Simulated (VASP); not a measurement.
# Al27H4C2O in VASP: notebook

The runs below take Al27H4C2O through single point, with PBE+D3(BJ).

Everything below comes from runs of VASP 6.6.1. Logs are shortened: lines on timing, memory, paths and dates and some standing lists are left out, and cuts for length are marked.

**1. The cell of the first run**

The cell holds a slab with vacuum, 34 atoms: a = 8.449 Å, b = 8.449 Å, c = 24.411 Å, α = 90.00°, β = 90.00°, γ = 120.00°.

**2. Single point, PBE+D3(BJ)**

INCAR

```
SYSTEM = Al27H4C2O
PREC     = Accurate       ! precision mode
ENCUT    = 520            ! plane-wave cutoff, eV
EDIFF    = 1E-6           ! SCF threshold, eV
ISMEAR   = 0              ! smearing method
SIGMA    = 0.1            ! smearing width, eV
LREAL    = Auto         
LASPH    = .TRUE.         ! aspherical terms in the spheres
NELM     = 80             ! most SCF steps
ALGO     = Normal         ! electronic algorithm
ISIF     = 2              ! what is computed and relaxed
LWAVE    = .FALSE.        ! write WAVECAR
LCHARG   = .FALSE.        ! write CHGCAR
LDIPOL   = .TRUE.       
IDIPOL   = 3            
DIPOL    = 0.5 0.5 0.472
GGA      = PE             ! functional
IVDW     = 12             ! dispersion correction
NBANDS   = 72             ! bands
```

KPOINTS

```
Automatic mesh
0
G
  3 3 1
  0 0 0
```

POSCAR

```
Al27H4C2O
1.0
    8.4486369609      0.0000000000      0.0000000000
   -4.2243184805      7.3167342355      0.0000000000
    0.0000000000      0.0000000000     24.4109554614
Al C O H
27 2 1 4
Direct
    0.2222222222      0.1111111111      0.3277217073
    0.2222222222      0.4444444444      0.3277217073
    0.2222222222      0.7777777778      0.3277217073
    0.5555555556      0.1111111111      0.3277217073
    0.5555555556      0.4444444444      0.3277217073
    0.5555555556      0.7777777778      0.3277217073
    0.8888888889      0.1111111111      0.3277217073
    0.8888888889      0.4444444444      0.3277217073
    0.8888888889      0.7777777778      0.3277217073
    0.4403580279      0.2192967204      0.4250121912
    0.4429241374      0.5549398182      0.4253611720
    0.4400671758      0.8869482924      0.4250273814
    0.7787569326      0.2221603919      0.4258821197
    0.7802283085      0.5555803090      0.4255947056
    0.7793785636      0.8896849962      0.4250172121
    0.1125374060      0.2211952806      0.4259833441
    0.1124986910      0.5590670304      0.4266885394
    0.1049264568      0.8870920389      0.4333685786
    0.6700803383      0.3338720736      0.5220153419
    0.6699612239      0.6677367597      0.5196001911
    0.6709251886     -0.0001808751      0.5223332311
    0.0031992882      0.3325129167      0.5234567159
    0.0029220462      0.6581701716      0.5397877101
    0.0032088245      0.0084987708      0.5413943660
    0.3382017667      0.3355921863      0.5221742236
    0.3385397921      0.6686847702      0.5228357272
    0.3425607625      0.0039594119      0.5225383099
    0.1531870454     -0.2204311950      0.6549500613
    0.0056478036     -0.2322829284      0.6168782019
    0.0250224243     -0.0572411459      0.6086993147
    0.1334561519     -0.3569542701      0.6634946639
    0.1516510837     -0.1562246957      0.6940963803
    0.2902418513     -0.1367576903      0.6368435195
   -0.1314079288     -0.3258720502      0.6341442603
```

Potentials or basis: VASP PAW PBE potentials, release 64 (Al, C, O, H).

Run with:

```sh
cat potpaw_PBE.64/Al/POTCAR potpaw_PBE.64/C/POTCAR potpaw_PBE.64/O/POTCAR potpaw_PBE.64/H/POTCAR > POTCAR
mpirun -np 1 vasp_std > vasp.out
```

OUTCAR:

```text
SYSTEM = Al27H4C2O
   PREC = Accurate
   ENCUT = 520
   EDIFF = 1E-6
   ISMEAR = 0
   LREAL = Auto
   LASPH = .TRUE.
   NELM = 80
   ISIF = 2
   GGA = PE
   IVDW = 12
 IVDW          = 12

 ion  position               nearest neighbor table
   1  0.222  0.111  0.328-   9 2.82   7 2.82   2 2.82   3 2.82   5 2.82   4 2.82  10 2.86  16 2.89
                            18 3.06
   2  0.222  0.444  0.328-   7 2.82   8 2.82   1 2.82   6 2.82   5 2.82   3 2.82  11 2.88  16 2.90
                            17 2.92
   3  0.222  0.778  0.328-   9 2.82   1 2.82   8 2.82   4 2.82   6 2.82   2 2.82  12 2.86  17 2.90
                            18 3.07
   4  0.556  0.111  0.328-   8 2.82   7 2.82   5 2.82   6 2.82   3 2.82   1 2.82  10 2.88  12 2.89
                            13 2.90
   5  0.556  0.444  0.328-   8 2.82   4 2.82   1 2.82   9 2.82   2 2.82   6 2.82  11 2.89  10 2.89
                            14 2.90
   6  0.556  0.778  0.328-   7 2.82   9 2.82   4 2.82   2 2.82   3 2.82   5 2.82  15 2.88  11 2.89
                            12 2.89
   7  0.889  0.111  0.328-   2 2.82   6 2.82   4 2.82   1 2.82   8 2.82   9 2.82  15 2.88  13 2.89
                            16 2.90
   8  0.889  0.444  0.328-   4 2.82   5 2.82   2 2.82   7 2.82   3 2.82   9 2.82  14 2.88  13 2.90
                            17 2.92
   9  0.889  0.778  0.328-   1 2.82   6 2.82   3 2.82   7 2.82   5 2.82   8 2.82  15 2.88  14 2.89
[... 22 lines left out ...]
                            24 2.90
  21  0.671  1.000  0.522-  27 2.79  20 2.80  26 2.80  22 2.81  24 2.81  19 2.83  13 2.86  15 2.86
                            12 2.91
  22  0.003  0.333  0.523-  24 2.77  23 2.78  21 2.81  25 2.82  19 2.82  26 2.84  16 2.88  17 2.89
                            13 2.89
  23  0.003  0.658  0.540-  29 2.09  22 2.78  19 2.81  26 2.82  20 2.90  27 2.93  24 2.96  18 3.09
                            17 3.16  14 3.23
  24  0.003  0.008  0.541-  30 1.77  22 2.77  21 2.81  25 2.84  20 2.90  27 2.92  23 2.96  18 3.10
                            16 3.22  15 3.28
  25  0.338  0.336  0.522-  20 2.81  19 2.81  26 2.81  22 2.82  27 2.82  24 2.84  11 2.86  10 2.86
                            16 2.87
  26  0.339  0.669  0.523-  21 2.80  20 2.81  25 2.81  27 2.82  23 2.82  22 2.84  11 2.87  17 2.87
                            12 2.87
  27  0.343  0.004  0.523-  19 2.78  18 2.79  21 2.79  26 2.82  25 2.82  12 2.85  10 2.86  24 2.92
                            23 2.93
  28  0.153  0.780  0.655-  31 1.10  32 1.10  33 1.10  29 1.52
  29  0.006  0.768  0.617-  34 1.11  30 1.42  28 1.52  23 2.09
  30  0.025  0.943  0.609-  29 1.42  24 1.77
  31  0.133  0.643  0.663-  28 1.10
  32  0.152  0.844  0.694-  28 1.10
  33  0.290  0.863  0.637-  28 1.10
  34  0.869  0.674  0.634-  29 1.11

  LATTYP: Found a hexagonal cell.
 ALAT       =     8.4486369609
 C/A-ratio  =     2.8893365373

  Lattice vectors:

 A1 = (   8.4486369609,   0.0000000000,   0.0000000000)
 A2 = (  -4.2243184805,   7.3167342355,   0.0000000000)
 A3 = (   0.0000000000,   0.0000000000,  24.4109554614)

Analysis of symmetry for initial positions (statically):
=====================================================================
 Subroutine PRICEL returns:
 Original cell was already a primitive cell.

 Routine SETGRP: Setting up the symmetry group for a
 hexagonal supercell.

 Subroutine GETGRP returns: Found  1 space group operations
 (whereof  1 operations were pure point group operations)
 out of a pool of 24 trial point group operations.

The static configuration has the point symmetry C_1 .

Analysis of symmetry for dynamics (positions and initial velocities):
=====================================================================
 Subroutine PRICEL returns:
 Original cell was already a primitive cell.

 Routine SETGRP: Setting up the symmetry group for a
 hexagonal supercell.

 Subroutine GETGRP returns: Found  1 space group operations
 (whereof  1 operations were pure point group operations)
 out of a pool of 24 trial point group operations.

The dynamic configuration has the point symmetry C_1 .

 Subroutine INISYM returns: Found  1 space group operations
 (whereof  1 operations are pure point group operations),
 and found     1 'primitive' translations

----------------------------------------------------------------------------------------

                                     Primitive cell

[... 84 lines left out ...]

 KPOINTS: Automatic mesh

Automatic generation of k-mesh.
 Grid dimensions read from file:
 generate k-points for:    3    3    1

 Generating k-lattice:

  Cartesian coordinates                     Fractional coordinates (reciprocal lattice)
     0.039454096  0.022778833  0.000000000     0.333333333  0.000000000  0.000000000
     0.000000000  0.045557666  0.000000000     0.000000000  0.333333333  0.000000000
     0.000000000  0.000000000  0.040965213     0.000000000  0.000000000  1.000000000

  Length of vectors
     0.045557666  0.045557666  0.040965213

  Shift w.r.t. Gamma in fractional coordinates (k-lattice)
     0.000000000  0.000000000  0.000000000

 Subroutine IBZKPT returns following result:
 ===========================================

 Found      5 irreducible k-points:

 Following reciprocal coordinates:
            Coordinates               Weight
  0.000000  0.000000  0.000000      1.000000
  0.333333  0.000000  0.000000      2.000000
  0.000000  0.333333  0.000000      2.000000
 -0.333333  0.333333  0.000000      2.000000
  0.333333  0.333333  0.000000      2.000000
   k-points           NKPTS =      5   k-points in BZ     NKDIM =      5   number of bands    NBANDS=     72
   number of dos      NEDOS =    301   number of ions     NIONS =     34
   total plane-waves  NPLWV = 786432
   dimension x,y,z NGX =    64 NGY =   64 NGZ =  192
   dimension x,y,z NGXF=   128 NGYF=  128 NGZF=  384
   ions per type =              27   2   1   4
   NGX,Y,Z   is equivalent  to a cutoff of  12.59, 12.59, 13.08 a.u.
   NGXF,Y,Z  is equivalent  to a cutoff of  25.19, 25.19, 26.15 a.u.
 SYSTEM =  Al27H4C2O
   PREC   = accura    normal or accurate (medium, high low for compatibility)
   ISTART =      0    job   : 0-new  1-cont  2-samecut
   ICHARG =      2    charge: 1-file 2-atom 10-const
   ISPIN  =      1    spin polarized calculation?
   LNONCOLLINEAR =      F non collinear calculations
   LSORBIT =      F    spin-orbit coupling
   LASPH  =      T    aspherical Exc in radial PAW
   ENCUT  =  520.0 eV  38.22 Ry    6.18 a.u.  15.71 15.71 45.39*2*pi/ulx,y,z
   NELM   =     80;   NELMIN=  2; NELMDL= -5     # of ELM steps
   EDIFF  = 0.1E-05   stopping-criterion for ELM
   LREAL  =      T    real-space projection
   EDIFFG = 0.1E-04   stopping-criterion for IOM
   NSW    =      0    number of steps for IOM
   IBRION =     -1    ionic relax: 0-MD 1-quasi-New 2-CG
   NFREE  =      0    steps in history (QN), initial steepest desc. (CG)
   ISIF   =      2    stress and relaxation
   ISYM   =      2    0-nonsym 1-usesym 2-fastsym
   POTIM  = 0.5000    time-step for ionic-motion
   TEBEG  =    0.0;   TEEND  =   0.0 temperature during run
   PSTRESS=    0.0 pullay stress
   NELECT =      99.0000    total number of electrons
   NUPDOWN=      -1.0000    fix difference up-down
   EMIN   =  10.00;   EMAX   =-10.00  energy-range for DOS
   EFERMI =   0.00;   METHOD = LEGACY
   ISMEAR =     0;   SIGMA  =   0.10  broadening in eV -4-tet -1-fermi 0-gaus
   EFERMI_NEDOS =   21; number of points for ismear=-14 and -15
   IALGO  =     38    algorithm
   IMIX   =      4    mixing-type and parameters
     AMIX     =   0.40;   BMIX     =  1.00
     AMIX_MAG =   1.60;   BMIX_MAG =  1.00
  volume/ion in A,a.u.               =      44.38       299.51
  Fermi-wavevector in a.u.,A,eV,Ry     =   0.660273  1.247735  5.931605  0.435961
  Thomas-Fermi vector in A             =   1.732669
   LORBIT       =      0    0 simple, 1 ext, 2 COOP (PROOUT), +10 PAW based schemes
   GGA     = PE    functional components
   LHFCALC =     F    Hartree Fock is set to
   AEXX    =    0.0000 exact exchange contribution
   IVDW    =    12    specifies the selected vdW correction
   LEPSILON=     F    determine dielectric tensor
   LRPA    =     F    only Hartree local field effects (RPA)
 non-spin polarized calculation
 Gauss-broadening in eV      SIGMA  =   0.10
  energy-cutoff  :      520.00
  volume of cell :     1509.00
 maximum number of plane-waves:     40675
   NGX = 31   NGY = 31   NGZ = 91

 dipolmoment           0.000000      0.000000     -0.496384 electrons x Angstroem

 number of electron      99.0000000 magnetization

 dipolmoment           0.000000      0.000000      0.111625 electrons x Angstroem

 Free energy of the ion-electron system (eV)
  ---------------------------------------------------
  ext. energy  EPLUGINS =         0.00000000
  ---------------------------------------------------
  free energy    TOTEN  =      -134.73802796 eV

  energy without entropy =     -134.69188745  energy(sigma->0) =     -134.71495771

 E-fermi :  -0.1718     XC(G=0):  -4.0594

 val. band max:       -0.1785978752   @ k =   0.0000   0.0000   0.0000
 cond. band min:      -0.1672243435   @ k =   0.0000   0.0000   0.0000
 fundamental gap:      0.0113735317
 Fermi energy:        -0.1718338026

 k-point     1 :       0.0000    0.0000    0.0000
  band No.  band energies     occupation
      1     -20.6046      2.00000
      2     -14.2681      2.00000
      3     -10.8969      2.00000
      4     -10.5661      2.00000
      5      -9.3080      2.00000
      6      -8.2589      2.00000
[... 309 lines left out ...]
     60       0.8818      0.00000
     61       1.4112      0.00000
 [bands above 61 left out]

------------------------ aborting loop because EDIFF is reached ----------------------------------------

 vacuum level on the upper side and lower side of the slab       (xc-potential included)         0.121        -0.177

 Edisp (eV)   -6.65770

 E8    (eV) :    -3.0434

  FORCE on cell =-STRESS in cart. coord.  units (eV):
  Direction    XX          YY          ZZ          XY          YZ          ZX
  --------------------------------------------------------------------------------------
  -------------------------------------------------------------------------------------
  Total     -14.48104   -14.65297    -0.12619    -0.07735    -0.07581     0.03160
  in kB     -15.37523   -15.55777    -0.13399    -0.08213    -0.08049     0.03355
  external pressure =      -10.36 kB  Pullay stress =        0.00 kB

 VOLUME and BASIS-vectors are now :
 -----------------------------------------------------------------------------
  energy-cutoff  :      520.00
  volume of cell :     1509.00
      direct lattice vectors                 reciprocal lattice vectors
     8.448636961  0.000000000  0.000000000     0.118362288  0.068336499  0.000000000
    -4.224318481  7.316734236  0.000000000     0.000000000  0.136672998  0.000000000
     0.000000000  0.000000000 24.410955461     0.000000000  0.000000000  0.040965213

 POSITION                                       TOTAL-FORCE (eV/Angst)
 -----------------------------------------------------------------------------------
      1.40811      0.81297      8.00000        -0.001543     -0.038669     -0.005412
     -0.00000      3.25188      8.00000         0.050688      0.009256      0.015377
     -1.40811      5.69079      8.00000        -0.033285      0.022183      0.035919
      4.22432      0.81297      8.00000         0.046054      0.028012     -0.019865
      2.81621      3.25188      8.00000         0.027318      0.017819     -0.025148
      1.40811      5.69079      8.00000         0.057770      0.020739     -0.008551
[... 26 lines left out ...]
     -1.19446      6.31611     15.54596         0.010132      0.006063     -0.003993
      4.49069      4.93242     15.48007        -0.003820     -0.011490     -0.001672
 -----------------------------------------------------------------------------------
    total drift:                               -0.004187      0.012531      0.003340

  FREE ENERGIE OF THE ION-ELECTRON SYSTEM (eV)
  ---------------------------------------------------
  free  energy   TOTEN  =      -141.3957316848 eV

  energy  without entropy=     -141.3495911788  energy(sigma->0) =     -141.37266143

 vacuum level on the upper side and lower side of the slab         3.924         3.602
```

It took 19 min on 1 thread of Intel Xeon 6975P-C (Granite Rapids), shared host; peak memory 1.6 GiB.

What came out:

```yaml
Free_energy: -141.3957 eV
Largest_force: 0.139 eV/Å
Dispersion_energy_per_atom: -0.196 eV
```

Forces on the atoms (eV/Å):
```
Al  -0.002 -0.039 -0.005
Al   0.051  0.009  0.015
Al  -0.033  0.022  0.036
Al   0.046  0.028 -0.020
Al   0.027  0.018 -0.025
Al   0.058  0.021 -0.009
Al  -0.071 -0.035 -0.005
Al  -0.065 -0.039  0.026
Al  -0.009  0.014 -0.033
Al   0.004 -0.001  0.004
Al   0.000  0.003  0.004
Al   0.002 -0.003  0.002
Al  -0.002  0.002  0.002
Al   0.000 -0.002  0.000
Al  -0.003 -0.002  0.002
Al   0.001  0.001  0.004
Al   0.000  0.000  0.003
Al  -0.001 -0.001  0.003
Al  -0.001  0.000 -0.001
Al   0.001 -0.002 -0.002
Al   0.000 -0.001 -0.006
Al   0.002  0.004 -0.004
Al   0.005 -0.003 -0.005
Al  -0.010  0.025 -0.009
Al   0.000 -0.003 -0.001
Al  -0.005 -0.004 -0.003
Al  -0.003  0.003 -0.001
C    0.007 -0.007 -0.003
C    0.053 -0.119  0.050
O   -0.061  0.120 -0.037
H    0.006 -0.013  0.004
H   -0.005  0.009  0.019
H    0.010  0.006 -0.004
H   -0.004 -0.011 -0.002
```

Levels at points of the mesh, in eV from the Fermi level:
| k point | band 45 | band 46 | band 47 | band 48 | band 49 | band 50 | band 51 | band 52 | band 53 | band 54 |
| --- | --- | --- | --- | --- | --- | --- | --- | --- | --- | --- |
| (0.00, 0.00, 0.00) | -0.86 | -0.84 | -0.77 | -0.72 | -0.51 | -0.30 | -0.02 | -0.01 | 0.00 | 0.11 |

Caveat: an odd number of electrons without spin polarisation forces a metal; a magnetic or distorted state may lie lower.

**3. Single point, PBE+D3(BJ)**

INCAR

```
PREC     = Accurate       # precision mode
ENCUT    = 520            # plane-wave cutoff, eV
EDIFF    = 1E-6           # SCF threshold, eV
ISMEAR   = 0              # smearing method
SIGMA    = 0.1            # smearing width, eV
LREAL    = Auto         
LASPH    = T              # aspherical terms in the spheres
NELM     = 100            # most SCF steps
ALGO     = Normal         # electronic algorithm
ISIF     = 2              # what is computed and relaxed
LWAVE    = F              # write WAVECAR
LCHARG   = T              # write CHGCAR
LDIPOL   = T            
IDIPOL   = 3            
DIPOL    = 0.5 0.5 0.472
GGA      = PE             # functional
IVDW     = 12             # dispersion correction
LELF     = T              # ELF
LVHAR    = T            
LVACPOTAV= T            
NBANDS   = 72             # bands
```

KPOINTS

```
regular mesh
0
Gamma
  3 3 1
```

POSCAR is that of step 2.

Potentials or basis: VASP PAW PBE potentials, release 64 (Al, C, O, H).

Run with:

```sh
cat potpaw_PBE.64/Al/POTCAR potpaw_PBE.64/C/POTCAR potpaw_PBE.64/O/POTCAR potpaw_PBE.64/H/POTCAR > POTCAR
mpirun -np 1 vasp_std > vasp.out
```

Wall time 17 min (1 thread of Intel Xeon 6975P-C (Granite Rapids), shared host); peak memory 1.6 GiB.

Results (log left out):

| Property | Result |
| --- | --- |
| Free energy | -141.3957 eV |
| Largest force | 0.139 eV/Å |
| Dispersion energy per atom | -0.196 eV |

Forces in eV/Å, atoms in the order of the input:
```
Al  -0.002 -0.039 -0.005
Al   0.051  0.009  0.015
Al  -0.033  0.022  0.036
Al   0.046  0.028 -0.020
Al   0.027  0.018 -0.025
Al   0.058  0.021 -0.009
Al  -0.071 -0.035 -0.005
Al  -0.065 -0.039  0.026
Al  -0.009  0.014 -0.033
Al   0.004 -0.001  0.004
Al   0.000  0.003  0.004
Al   0.002 -0.003  0.002
Al  -0.002  0.002  0.002
Al   0.000 -0.002  0.000
Al  -0.003 -0.002  0.002
Al   0.001  0.001  0.004
Al   0.000  0.000  0.003
Al  -0.001 -0.001  0.003
Al  -0.001  0.000 -0.001
Al   0.001 -0.002 -0.002
Al   0.000 -0.001 -0.006
Al   0.002  0.004 -0.004
Al   0.005 -0.003 -0.005
Al  -0.010  0.025 -0.009
Al   0.000 -0.003 -0.001
Al  -0.005 -0.004 -0.003
Al  -0.003  0.003 -0.001
C    0.007 -0.007 -0.003
C    0.053 -0.119  0.050
O   -0.061  0.120 -0.037
H    0.006 -0.013  0.004
H   -0.005  0.009  0.019
H    0.010  0.006 -0.004
H   -0.004 -0.011 -0.002
```

Levels at points of the mesh, in eV from the Fermi level:
```
           k point  band 47  band 48  band 49  band 50  band 51  band 52
(0.00, 0.00, 0.00)    -0.77    -0.72    -0.51    -0.30    -0.02    -0.01
```

Caveat: an odd number of electrons without spin polarisation forces a metal; a magnetic or distorted state may lie lower.
